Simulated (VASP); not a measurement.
CaO: relaxation of cell and atoms with LDA

CaO:

```
Ca O
1.0
     0.00000    2.35395    2.35395
     2.35395    0.00000    2.35395
     2.35395    2.35395    0.00000
Ca O
1 1
Direct
  0.00000 0.00000 0.00000
  0.50000 0.50000 0.50000
```

```json
{
 "Program": "VASP 6.6.1",
 "Task": "relaxation of cell and atoms",
 "Functional": "LDA",
 "Potentials or basis": "VASP PAW LDA potentials, release 64 (Ca_sv, O)",
 "Cutoff": "600 eV",
 "k mesh": "8 × 8 × 8",
 "Occupations": "gaussian, width 0.01 eV",
 "Spin": "no spin polarisation",
 "Target pressure": "15 GPa",
 "Dipole correction": "no",
 "Further INCAR settings": "ALGO = Normal; EDIFF = 1e-06; IBRION = 2; EDIFFG = -0.002; NSW = 100; ISIF = 3"
}
```

| Item | Value |
| --- | --- |
| Relaxed volume | 11.94 Å³/atom |
| Relaxed cell | a = 3.233 Å, b = 3.233 Å, c = 3.233 Å, α = 60.00°, β = 60.00°, γ = 60.00° |
| Space group after relaxing (to 0.1 Å) | Fm-3m (No. 225) |
| Energy change on relaxing (the run minimises the enthalpy) | +50.5 meV/atom |
| Ionic steps | 5 |
| Pressure after relaxing | 15.0 GPa |
| Band gap on the k mesh | 3.33 eV (least direct gap 3.64 eV) |

The path:
| step | energy change (eV) | largest force (eV/Å) | pressure (GPa) | volume (Å³) |
| --- | --- | --- | --- | --- |
| 1 | 0.0000 | 0.0000 | 0.82 | 26.09 |
| 2 | 0.3871 | 0.0000 | 34.05 | 21.97 |
| 3 | 0.0985 | 0.0000 | 14.75 | 23.91 |
| 4 | 0.1025 | 0.0000 | 15.06 | 23.87 |
| 5 | 0.1011 | 0.0000 | 14.98 | 23.89 |

Final structure:
```
Ca O
1.0
     0.00000    2.28582    2.28582
     2.28582    0.00000    2.28582
     2.28582    2.28582    0.00000
Ca O
1 1
Direct
  0.00000 0.00000 0.00000
  0.50000 0.50000 0.50000
```

Levels at points of the mesh, in eV from the valence-band top:
```tsv
k point	band 5	band 6	band 7	band 8	band 9	band 10	band 11	band 12
(0.00, 0.00, 0.00)	-15.50	0.00	0.00	0.00	5.89	6.43	6.43	6.43
(0.50, 0.00, 0.00)	-13.48	-3.09	-1.58	-1.58	7.66	9.12	9.12	9.50
(0.50, 0.50, 0.00)	-15.30	-1.17	-0.32	-0.32	3.33	9.21	9.73	10.57
```

It took 48 s on 1 thread of Intel(R) Xeon(R) Platinum 8375C CPU @ 2.90GHz (Ice Lake) (shared host), peak memory 0.15 GiB.

Caveat: the cell is relaxed towards a set pressure, so the run minimises the enthalpy, not the energy. A k mesh can miss the band edges.
